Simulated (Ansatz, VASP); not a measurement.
**One calculation of AlNi, two programs**

File INCAR:

```
SYSTEM = AlNi
  ALGO = Normal
  EDIFF = 1E-6
  EDIFFG = -0.005
  ENCUT = 600
  GGA = PE
  IBRION = 2
  ISIF = 3
  ISMEAR = 0
  IVDW = 12
  LASPH = .TRUE.
  LCHARG = .FALSE.
  LREAL = .FALSE.
  LWAVE = .FALSE.
  NELM = 60
  NSW = 70
  PREC = Accurate
  SIGMA = 0.1
```

The input KPOINTS:

```
k-points
0
G
  14 14 14
  0 0 0
```

Contents of POSCAR:

```
AlNi
1.0
    2.8930835320      0.0000000000      0.0000000000
    0.0000000000      2.8930835320      0.0000000000
    0.0000000000      0.0000000000      2.8930835320
Al Ni
1 1
Direct
    0.0000000000      0.0000000000      0.0000000000
    0.5000000000      0.5000000000      0.5000000000
```

Input for Ansatz:

```yaml
crystal:
  lattice:
    - [2.893083532, 0.0, 0.0]
    - [0.0, 2.893083532, 0.0]
    - [0.0, 0.0, 2.893083532]
  atoms:
    - { symbol: Al, position: [0.0, 0.0, 0.0] }
    - { symbol: Ni, position: [0.5, 0.5, 0.5] }
basis:
  ecutwfc: 420
kpoints:
  mp_grid: { grid: [14, 14, 14] }
hamiltonian:
  xc: pbe
  dispersion: d3bj
scf:
  occupations: { method: gaussian, width: 0.1 }
output:
  forces: true
  stress: true
  eigenvalues: true
relax:
  adjacent_minimum: "off"
  f_tol: 0.005
  max_steps: 50
  cell: { stress_tol: 0.05 }
```

Alike in both runs: task relaxation of cell and atoms; functional PBE; dispersion D3(BJ); k mesh 14 × 14 × 14; occupations gaussian, width 0.1 eV; no spin polarisation.

|  | VASP | Ansatz |
| --- | --- | --- |
| version | VASP 6.6.1 | Ansatz 0.2.0 |
| potentials or method | VASP PAW PBE potentials, release 64 (Al, Ni), cutoff 600 eV | scalar-relativistic, plane waves, PAW |
| valence electrons in the cell | 13 | 21 |

```csv
,VASP,Ansatz,Ansatz less VASP
"gap on the k mesh at the Fermi level, each at its own relaxed structure (eV)",none,none,-
relaxed volume (Å³/atom),11.66,11.67,+0.005
relaxed cell length with the largest relative difference (Å),2.857,2.857,+0.0004
```

A gap of «none» marks a metal or a gap that the smearing closes. VASP's potentials hold 13 valence electrons a cell and Ansatz's 21, so a difference there can come from the potentials and not from the codes.
